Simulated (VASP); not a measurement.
Wanted: the native input for a VASP 6.6.1 run.

```
Task                   : single point
Functional             : PBE
Potentials or basis    : VASP PAW PBE potentials, release 64 (Ga_d, Sb)
Cutoff                 : 520 eV
k mesh                 : 8 × 8 × 8
Occupations            : fermi-dirac, width 0.02 eV
Spin                   : no spin polarisation
Dipole correction      : no
Further INCAR settings : ALGO = Normal; EDIFF = 1e-06; NBANDS = 16
```

The structure of GaSb lies in POSCAR:

```
GaSb
1.0
    0.0000000000      3.0658787979      3.1271963739
    3.0658787979      0.0000000000      3.1271963739
    3.0658787979      3.0658787979      0.0000000000
Ga Sb
1 1
Direct
    0.0000000000      0.0000000000      0.0000000000
    0.2500000000      0.2500000000      0.2500000000
```

This cell differs from its parent crystal: uniaxial z strain +2.0%.

One way to write it, as run:

INCAR

```
SYSTEM = GaSb
ALGO = Normal
EDIFF = 1E-6
ENCUT = 520
GGA = PE
ISIF = 2
ISMEAR = -1
LASPH = .True.
LCHARG = .True.
LELF = .True.
LREAL = .False.
LVHAR = .True.
LWAVE = .False.
NBANDS = 16
NELM = 100
PREC = Accurate
SIGMA = 0.02
```

KPOINTS

```
k-points
0
Gamma
  8 8 8
  0 0 0
```

Potentials or basis: VASP PAW PBE potentials, release 64 (Ga_d, Sb).

Command:

```bash
$ cat potpaw_PBE.64/Ga_d/POTCAR potpaw_PBE.64/Sb/POTCAR > POTCAR
$ mpirun -np 1 vasp_std > vasp.out
```

It gave:

```
Pressure               : 1.0 GPa
Band gap on the k mesh : zero (filled and empty bands touch)
```

Caveat: the cell differs from its parent crystal (uniaxial z strain +2.0%); spin-orbit coupling is left out, which moves the levels of the heavy elements.

Run time: 32 s on 1 thread of Intel(R) Xeon(R) Platinum 8488C (Sapphire Rapids), with other jobs on the host, peak memory 0.22 GiB.
